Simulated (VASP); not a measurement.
Crystal: BaTiO3.

```
Ba Ti O
1.0
     3.98550    0.00000    0.00000
     0.00000    2.83690    2.84515
     0.00000   -2.83690    2.84515
Ba Ti O
1 1 3
Direct
  0.00000 0.00000 0.00000
  0.50000 0.51240 0.51240
  0.50000 0.99184 0.50524
  0.50000 0.50524 0.99184
  0.00000 0.48740 0.48740
```

Program: VASP 6.6.1. Alike in all runs: task single point; cell as given; smearing fermi-dirac 0.05 eV.

Task: Order these runs on this cell by their pressure, lowest first.
A. level PBE; potentials or basis VASP PAW PBE potentials, release 64 (Ba_sv, Ti_sv, O); spin off; k mesh 12 × 12 × 12; cutoff (eV) 520
B. level PBEsol+U; potentials or basis VASP PAW PBE potentials, release 64 (Ba_sv, Ti_sv, O_h); spin off; U Ti d U = 3.0 eV; k mesh 7 × 7 × 7; cutoff (eV) 910
C. level PBEsol; potentials or basis VASP PAW PBE potentials, release 64 (Ba_sv, Ti_sv, O); spin non-collinear, zero start, SOC; k mesh 7 × 7 × 7; cutoff (eV) 520

Result: C (-2.1 GPa), B (0.0 GPa), A (4.1 GPa).

Caveats: the PAW data sets were made with another functional, which shifts forces and pressure a little (at least some runs); the cell stands under pressure (at least some runs).
